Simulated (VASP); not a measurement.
Set up this calculation in VASP 6.6.1, as the native input.

```
Task                   : single point
Functional             : PBE
Potentials or basis    : VASP PAW PBE potentials, release 64 (Ga_d, Sb)
Cutoff                 : 520 eV
k mesh                 : 16 × 16 × 16
Occupations            : gaussian, width 0.15 eV
Spin                   : no spin polarisation
Dipole correction      : no
Further INCAR settings : ALGO = Normal; EDIFF = 1e-06; NBANDS = 16
```

The structure of GaSb lies in POSCAR:

```
GaSb
1.0
    0.0000000000      3.4337842613      2.4276854728
    3.4337842613      0.0000000000      2.4276854728
    3.4337842613      3.4337842613      0.0000000000
Ga Sb
1 1
Direct
    0.0000000000      0.0000000000      0.0000000000
    0.7500000000      0.7500000000      0.7500000000
```

This cell differs from its parent crystal: ratio of the length along z to the lengths across it x 0.707, volume and fractional coordinates fixed.

These files were run (other wordings do the same):

INCAR

```
SYSTEM = GaSb
ALGO     = Normal         ! electronic algorithm
EDIFF    = 1E-6           ! SCF threshold, eV
ENCUT    = 520            ! plane-wave cutoff, eV
GGA      = PE             ! functional
ISIF     = 2              ! what is computed and relaxed
ISMEAR   = 0              ! smearing method
LASPH    = .True.         ! aspherical terms in the spheres
LCHARG   = .True.         ! write CHGCAR
LELF     = .True.         ! ELF
LREAL    = .False.        ! projectors in reciprocal space
LVHAR    = .True.       
LWAVE    = .False.        ! write WAVECAR
NBANDS   = 16             ! bands
NELM     = 80             ! most SCF steps
PREC     = Accurate       ! precision mode
SIGMA    = 0.15           ! smearing width, eV
```

KPOINTS

```
k-points
0
Gamma
  16 16 16
  0 0 0
```

Potentials or basis: VASP PAW PBE potentials, release 64 (Ga_d, Sb).

The run is started by

```bash
$ cat potpaw_PBE.64/Ga_d/POTCAR potpaw_PBE.64/Sb/POTCAR > POTCAR
$ mpirun -np 1 vasp_std > vasp.out
```

It gave:

The pressure is 0.4 GPa. The band gap on the k mesh is zero (band 9 reaches 5.36 eV, above the bottom of band 10 at 4.05 eV).

Caveat: spin-orbit coupling is left out, which moves the levels of the heavy elements.

It took 110 s on 1 thread of Intel(R) Xeon(R) 6975P-C (Granite Rapids) (shared host), peak memory 0.45 GiB.
